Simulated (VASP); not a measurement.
# Au (P-1) in VASP: single point with PBE

Aim: the single point of Au with PBE.

All numbers are computed with VASP 6.6.1; they aren't measurements. Logs are shortened: lines on timing, memory, paths and dates and some standing lists are left out, and cuts for length are marked.

### 1 The cell of the first run

The typed cell holds 2 atoms: a = 2.900 Å, b = 2.900 Å, c = 4.880 Å, α = 90.00°, β = 90.00°, γ = 120.00°.

### 2 Single point, PBE (atom 1 (Au) moved by (+0.100, -0.100) A along [1 1 0] and z)

Input file INCAR:

```
SYSTEM = Au
ALGO = Fast
EDIFF = 1E-6
ENCUT = 520
GGA = PE
ISIF = 2
ISMEAR = 0
LASPH = .TRUE.
LCHARG = .FALSE.
LREAL = .FALSE.
LWAVE = .FALSE.
NBANDS = 18
NELM = 60
PREC = Accurate
SIGMA = 0.15
```

Input file KPOINTS:

```
k-points
0
G
  18 18 10
  0 0 0
```

Input file POSCAR:

```
Au
1.0
    2.8999984104      0.0000000000      0.0000000000
   -1.4499992052      2.5114722944      0.0000000000
    0.0000000000      0.0000000000      4.8800000000
Au
2
Direct
    0.3717938741      0.6948217366      0.7295081967
    0.6666666667      0.3333333333      0.2500000000
```

Potentials or basis: VASP PAW PBE potentials, release 64 (Au).

Command:

```sh
cat potpaw_PBE.64/Au/POTCAR > POTCAR
mpirun -np 1 vasp_std > vasp.out
```

OUTCAR:

```text
SYSTEM = Au
   EDIFF = 1E-6
   ENCUT = 520
   GGA = PE
   ISIF = 2
   ISMEAR = 0
   LASPH = .TRUE.
   LREAL = .FALSE.
   NELM = 60
   PREC = Accurate

 ion  position               nearest neighbor table
   1  0.372  0.695  0.730-   2 2.84   2 2.86   2 2.93   2 3.00   2 3.03   2 3.10
   2  0.667  0.333  0.250-   1 2.84   1 2.86   1 2.93   1 3.00   1 3.03   1 3.10

  LATTYP: Found a hexagonal cell.
 ALAT       =     2.8999984104
 C/A-ratio  =     1.6827595431

  Lattice vectors:

 A1 = (   2.8999984104,   0.0000000000,   0.0000000000)
 A2 = (  -1.4499992052,   2.5114722944,   0.0000000000)
 A3 = (   0.0000000000,   0.0000000000,   4.8800000000)

Analysis of symmetry for initial positions (statically):
=====================================================================
 Subroutine PRICEL returns:
 Original cell was already a primitive cell.

 Routine SETGRP: Setting up the symmetry group for a
 hexagonal supercell.

 Subroutine GETGRP returns: Found  2 space group operations
 (whereof  1 operations were pure point group operations)
 out of a pool of 24 trial point group operations.

The static configuration has the point symmetry C_1 .
 The point group associated with its full space group is S_2 .

Analysis of symmetry for dynamics (positions and initial velocities):
=====================================================================
 Subroutine PRICEL returns:
 Original cell was already a primitive cell.

 Routine SETGRP: Setting up the symmetry group for a
 hexagonal supercell.

 Subroutine GETGRP returns: Found  2 space group operations
 (whereof  1 operations were pure point group operations)
 out of a pool of 24 trial point group operations.

The dynamic configuration has the point symmetry C_1 .
 The point group associated with its full space group is S_2 .

 Subroutine INISYM returns: Found  2 space group operations
 (whereof  1 operations are pure point group operations),
 and found     1 'primitive' translations

----------------------------------------------------------------------------------------

                                     Primitive cell

  volume of cell :      35.5423

  direct lattice vectors                    reciprocal lattice vectors
     2.899998410  0.000000000  0.000000000     0.344827775  0.199086409  0.000000000
    -1.449999205  2.511472294  0.000000000     0.000000000  0.398172818  0.000000000
     0.000000000  0.000000000  4.880000000     0.000000000  0.000000000  0.204918033

  length of vectors
     2.899998410  2.899998410  4.880000000     0.398172818  0.398172818  0.204918033

  position of ions in fractional coordinates (direct lattice)
     0.371793874  0.694821737  0.729508197
     0.666666667  0.333333333  0.250000000

  ion indices of the primitive-cell ions
   primitive index   ion index
                 1           1
                 2           2

----------------------------------------------------------------------------------------

 KPOINTS: k-points

Automatic generation of k-mesh.
 Grid dimensions read from file:
 generate k-points for:   18   18   10

 Generating k-lattice:

  Cartesian coordinates                     Fractional coordinates (reciprocal lattice)
     0.019157099  0.011060356  0.000000000     0.055555556  0.000000000  0.000000000
     0.000000000  0.022120712  0.000000000     0.000000000  0.055555556  0.000000000
     0.000000000  0.000000000  0.020491803     0.000000000  0.000000000  0.100000000

  Length of vectors
     0.022120712  0.022120712  0.020491803

  Shift w.r.t. Gamma in fractional coordinates (k-lattice)
     0.000000000  0.000000000  0.000000000

 Subroutine IBZKPT returns following result:
 ===========================================

 Found   1624 irreducible k-points:

 Following reciprocal coordinates:
            Coordinates               Weight
  0.000000  0.000000  0.000000      1.000000
  0.055556  0.000000  0.000000      2.000000
  0.000000  0.055556  0.000000      2.000000
 -0.055556  0.055556  0.000000      2.000000
  0.111111  0.000000  0.000000      2.000000
  0.000000  0.111111  0.000000      2.000000
[... 16 lines left out ...]
  0.444444 -0.000000  0.000000      2.000000
  0.000000  0.444444  0.000000      2.000000
 [... further k-points ...]
   k-points           NKPTS =   1624   k-points in BZ     NKDIM =   1624   number of bands    NBANDS=     18
   number of dos      NEDOS =    301   number of ions     NIONS =      2
   total plane-waves  NPLWV =  20736
   dimension x,y,z NGX =    24 NGY =   24 NGZ =   36
   dimension x,y,z NGXF=    48 NGYF=   48 NGZF=   72
   ions per type =               2
   NGX,Y,Z   is equivalent  to a cutoff of  13.76, 13.76, 12.26 a.u.
   NGXF,Y,Z  is equivalent  to a cutoff of  27.52, 27.52, 24.53 a.u.
 SYSTEM =  Au
   PREC   = accura    normal or accurate (medium, high low for compatibility)
   ISTART =      0    job   : 0-new  1-cont  2-samecut
   ICHARG =      2    charge: 1-file 2-atom 10-const
   ISPIN  =      1    spin polarized calculation?
   LNONCOLLINEAR =      F non collinear calculations
   LSORBIT =      F    spin-orbit coupling
   LASPH  =      T    aspherical Exc in radial PAW
   ENCUT  =  520.0 eV  38.22 Ry    6.18 a.u.   5.39  5.39  9.07*2*pi/ulx,y,z
   NELM   =     60;   NELMIN=  2; NELMDL= -5     # of ELM steps
   EDIFF  = 0.1E-05   stopping-criterion for ELM
   LREAL  =      F    real-space projection
   EDIFFG = 0.1E-04   stopping-criterion for IOM
   NSW    =      0    number of steps for IOM
   IBRION =     -1    ionic relax: 0-MD 1-quasi-New 2-CG
   NFREE  =      0    steps in history (QN), initial steepest desc. (CG)
   ISIF   =      2    stress and relaxation
   ISYM   =      2    0-nonsym 1-usesym 2-fastsym
   POTIM  = 0.5000    time-step for ionic-motion
   TEBEG  =    0.0;   TEEND  =   0.0 temperature during run
   PSTRESS=    0.0 pullay stress
   NELECT =      22.0000    total number of electrons
   NUPDOWN=      -1.0000    fix difference up-down
   EMIN   =  10.00;   EMAX   =-10.00  energy-range for DOS
   EFERMI =   0.00;   METHOD = LEGACY
   ISMEAR =     0;   SIGMA  =   0.15  broadening in eV -4-tet -1-fermi 0-gaus
   EFERMI_NEDOS =   21; number of points for ismear=-14 and -15
   IALGO  =     68    algorithm
   IMIX   =      4    mixing-type and parameters
     AMIX     =   0.40;   BMIX     =  1.00
     AMIX_MAG =   1.60;   BMIX_MAG =  1.00
  volume/ion in A,a.u.               =      17.77       119.93
  Fermi-wavevector in a.u.,A,eV,Ry     =   1.395191  2.636529 26.484537  1.946559
  Thomas-Fermi vector in A             =   2.518667
   LORBIT       =      0    0 simple, 1 ext, 2 COOP (PROOUT), +10 PAW based schemes
   GGA     = PE    functional components
   LHFCALC =     F    Hartree Fock is set to
   AEXX    =    0.0000 exact exchange contribution
   IVDW    =     0    specifies the selected vdW correction
   LEPSILON=     F    determine dielectric tensor
   LRPA    =     F    only Hartree local field effects (RPA)
 non-spin polarized calculation
 RMM-DIIS sequential band-by-band and
 Gauss-broadening in eV      SIGMA  =   0.15
  energy-cutoff  :      520.00
  volume of cell :       35.54
 maximum number of plane-waves:       984
 NGX is ok and might be reduce to    24
   NGX = 11   NGY = 11   NGZ = 19

 number of electron      22.0000002 magnetization

 Free energy of the ion-electron system (eV)
  ---------------------------------------------------
  ext. energy  EPLUGINS =         0.00000000
  ---------------------------------------------------
  free energy    TOTEN  =        -6.39036139 eV

  energy without entropy =       -6.38060272  energy(sigma->0) =       -6.38548205

 E-fermi :   8.7685     XC(G=0): -12.4603

 val. band max:        8.7656276942   @ k =   0.2222  -0.1667   0.2000
 cond. band min:       8.7703317723   @ k =   0.1667  -0.2222  -0.2000
 fundamental gap:      0.0047040781
 Fermi energy:         8.7685169371

 k-point     1 :       0.0000    0.0000    0.0000
  band No.  band energies     occupation
      1      -0.6456      2.00000
      2       1.7419      2.00000
      3       4.1177      2.00000
      4       4.3687      2.00000
      5       4.4270      2.00000
      6       4.6523      2.00000
[... 10 lines left out ...]
     17      26.6252      0.00000
     18      27.3131      0.00000

 k-point     2 :       0.0556    0.0000    0.0000
  band No.  band energies     occupation
      1      -0.5513      2.00000
      2       1.8183      2.00000
      3       4.0975      2.00000
      4       4.4295      2.00000
      5       4.4448      2.00000
      6       4.6194      2.00000
[... 10 lines left out ...]
     17      26.1544      0.00000
     18      26.8462      0.00000

 k-point     3 :       0.0000    0.0556    0.0000
  band No.  band energies     occupation
      1      -0.5503      2.00000
      2       1.8216      2.00000
      3       4.0847      2.00000
      4       4.3895      2.00000
      5       4.4827      2.00000
      6       4.6721      2.00000
[... 10 lines left out ...]
     17      26.1256      0.00000
     18      26.7827      0.00000

 k-point     4 :      -0.0556    0.0556    0.0000
  band No.  band energies     occupation
      1      -0.5505      2.00000
      2       1.8209      2.00000
      3       4.0892      2.00000
      4       4.3964      2.00000
      5       4.4770      2.00000
      6       4.6399      2.00000
[... 10 lines left out ...]
     17      26.0737      0.00000
     18      26.8678      0.00000

 k-point     5 :       0.1111    0.0000    0.0000
  band No.  band energies     occupation
      1      -0.2746      2.00000
      2       2.0318      2.00000
      3       4.0187      2.00000
      4       4.5088      2.00000
      5       4.5442      2.00000
      6       4.6130      2.00000
[... 10 lines left out ...]
     17      25.1395      0.00000
     18      26.8508      0.00000

 k-point     6 :       0.0000    0.1111    0.0000
  band No.  band energies     occupation
      1      -0.2702      2.00000
      2       2.0470      2.00000
      3       3.9800      2.00000
      4       4.4080      2.00000
      5       4.6570      2.00000
      6       4.6596      2.00000
[... 10 lines left out ...]
     17      25.3132      0.00000
     18      26.5616      0.00000

 k-point     7 :      -0.1111    0.1111    0.0000
  band No.  band energies     occupation
      1      -0.2713      2.00000
      2       2.0435      2.00000
      3       3.9917      2.00000
      4       4.4300      2.00000
      5       4.6135      2.00000
      6       4.6507      2.00000
[... 10 lines left out ...]
     17      25.2606      0.00000
     18      26.7003      0.00000

 k-point     8 :       0.1667    0.0000    0.0000
  band No.  band energies     occupation
      1       0.1625      2.00000
      2       2.3231      2.00000
      3       3.9117      2.00000
      4       4.3709      2.00000
      5       4.6174      2.00000
      6       4.7352      2.00000
[... 10 lines left out ...]
     17      25.2909      0.00000
     18      26.2379      0.00000
[... 229 lines left out ...]
     17      22.3682      0.00000
     18      24.7592      0.00000

 k-point    20 :       0.3889   -0.0000    0.0000
  band No.  band energies     occupation
      1       2.0116      2.00000
      2       2.3748      2.00000
      3       2.8938      2.00000
      4       4.4402      2.00000
      5       4.6073      2.00000
      6       4.8871      2.00000
[... 10 lines left out ...]
     17      21.6860      0.00000
     18      24.0122      0.00000

 k-point    21 :       0.0000    0.3889    0.0000
  band No.  band energies     occupation
      1       2.1641      2.00000
      2       2.4411      2.00000
      3       3.0295      2.00000
      4       4.4529      2.00000
      5       4.5243      2.00000
      6       4.5948      2.00000
[... 10 lines left out ...]
     17      21.2187      0.00000
     18      24.1761      0.00000

 k-point    22 :      -0.3889    0.3889    0.0000
  band No.  band energies     occupation
      1       2.1274      2.00000
      2       2.4267      2.00000
      3       2.9922      2.00000
      4       4.4568      2.00000
      5       4.5556      2.00000
      6       4.6663      2.00000
[... 10 lines left out ...]
     17      21.3409      0.00000
     18      24.1700      0.00000

 k-point    23 :       0.4444   -0.0000    0.0000
  band No.  band energies     occupation
      1       2.1226      2.00000
      2       2.2742      2.00000
      3       2.7314      2.00000
      4       4.3799      2.00000
      5       4.7291      2.00000
      6       4.8716      2.00000
[... 10 lines left out ...]
     17      20.9651      0.00000
     18      23.6623      0.00000

 k-point    24 :       0.0000    0.4444    0.0000
  band No.  band energies     occupation
      1       2.2597      2.00000
      2       2.3687      2.00000
      3       2.8739      2.00000
      4       4.4171      2.00000
      5       4.5199      2.00000
      6       4.7715      2.00000
[... 10 lines left out ...]
     17      20.3170      0.00000
     18      23.7938      0.00000

 [... further k-points ...]

------------------------ aborting loop because EDIFF is reached ----------------------------------------

  FORCE on cell =-STRESS in cart. coord.  units (eV):
  Direction    XX          YY          ZZ          XY          YZ          ZX
  --------------------------------------------------------------------------------------
  -------------------------------------------------------------------------------------
  Total        0.5032034      0.5973248      0.6425743     -0.0449128     -0.0702523     -0.0567933
  in kB       22.6834032     26.9262059     28.9659633     -2.0245799     -3.1668345     -2.5601290
  external PRESSURE =      26.1918575 kB  Pullay stress =       0.0000000 kB

 VOLUME and BASIS-vectors are now :
 -----------------------------------------------------------------------------
  energy-cutoff  :      520.00
  volume of cell :       35.54
      direct lattice vectors                 reciprocal lattice vectors
     2.899998410  0.000000000  0.000000000     0.344827775  0.199086409  0.000000000
    -1.449999205  2.511472294  0.000000000     0.000000000  0.398172818  0.000000000
     0.000000000  0.000000000  4.880000000     0.000000000  0.000000000  0.204918033

 POSITION                                       TOTAL-FORCE (eV/Angst)
 -----------------------------------------------------------------------------------
      0.07071      1.74503      3.56000        -0.024736     -0.039760      0.682812
      1.45000      0.83716      1.22000         0.024736      0.039760     -0.682812
 -----------------------------------------------------------------------------------
    total drift:                               -0.000002      0.000000     -0.000001

  FREE ENERGIE OF THE ION-ELECTRON SYSTEM (eV)
  ---------------------------------------------------
  free  energy   TOTEN  =        -6.3903613857 eV

  energy  without entropy=       -6.3806027171  energy(sigma->0) =       -6.38548205
```

It took 3.9 min on 1 thread of Intel Xeon 6975P-C (Granite Rapids), shared host; peak memory 0.87 GiB.

Results:

```yaml
Free_energy: -6.3904 eV
Pressure: 2.6 GPa
Largest_force: 0.684 eV/Å
Band_gap_on_the_k_mesh: zero (bands 11 and 12 overlap by 6.47 eV)
```

Forces on the atoms (eV/Å):
```
Au  -0.025 -0.040  0.683
Au   0.025  0.040 -0.683
```

Caveat: the cell differs from its parent crystal (atom 1 (Au) moved by (+0.100, -0.100) A along [1 1 0] and z); spin-orbit coupling is left out, which moves the levels of the heavy elements.
